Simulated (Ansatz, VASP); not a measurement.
# Ag: VASP beside Ansatz

Contents of INCAR:

```
SYSTEM = Ag
PREC = Accurate
ENCUT = 600
EDIFF = 1E-7
ISMEAR = -1
SIGMA = 0.1
LREAL = .FALSE.
LASPH = .TRUE.
NELM = 80
ALGO = Normal
ISIF = 3
LWAVE = .FALSE.
LCHARG = .FALSE.
GGA = PS
IBRION = 2
NSW = 80
EDIFFG = -0.01
```

Contents of KPOINTS:

```
regular mesh
0
G
  12 12 7
  0 0 0
```

POSCAR

```
Ag
1.0
    2.8893756962      0.0000000000      0.0000000000
   -1.4446878481      2.5022727540      0.0000000000
    0.0000000000      0.0000000000      4.7183505119
Ag
2
Direct
    0.3333333333      0.6666666667      0.2500000000
    0.6666666667      0.3333333333      0.7500000000
```

Input for Ansatz:

```yaml
crystal:
  lattice:
    - [2.8893756962, 0.0, 0.0]
    - [-1.4446878481, 2.502272754, 0.0]
    - [0.0, 0.0, 4.7183505119]
  atoms:
    - { symbol: Ag, position: [0.3333333333, 0.6666666667, 0.25] }
    - { symbol: Ag, position: [0.6666666667, 0.3333333333, 0.75] }
hamiltonian:
  xc: pbesol
  pseudopotentials:
    kind: paw
    azcp:
      Ag: "pseudopotentials/Ag.paw.azcp"
basis:
  ecutwfc: 420
  fft_grid_basis: typed
kpoints:
  mp_grid: { grid: [12, 12, 7], shift: [0, 0, 0] }
magnetization:
  spin_polarized: false
scf:
  occupations: { method: fermi_dirac, width: 0.1 }
relax:
  max_steps: 60
  f_tol: 0.01
  cell: {}
output:
  write_density: true
  write_potential: true
  elf: true
  volumetric_format: npy
```

Alike in both runs: task relaxation of cell and atoms; functional PBEsol; k mesh 12 × 12 × 7; occupations fermi-dirac, width 0.1 eV; no spin polarisation.

|  | VASP | Ansatz |
| --- | --- | --- |
| version | VASP 6.6.1 | Ansatz 0.2.0 |
| potentials or method | VASP PAW PBE potentials, release 64 (Ag), cutoff 600 eV | plane waves (420 eV) with PAW, scalar-relativistic |
| valence electrons in the cell | 22 | 38 |

Ansatz gave:

| Property | Result |
| --- | --- |
| relaxed volume (Å³/atom) | 16.72 |
| relaxed cell length with the largest relative difference (Å) | 4.665 |

Problem. What did VASP give for the same quantities?

Solution. Relaxed volume (Å³/atom): 16.68; relaxed cell length with the largest relative difference (Å): 4.661.

VASP's potentials were made for PBE, not for PBEsol, and Ansatz warns of the same on its side. VASP's potentials hold 22 valence electrons a cell and Ansatz's 38, so a difference there can come from the potentials and not from the codes.
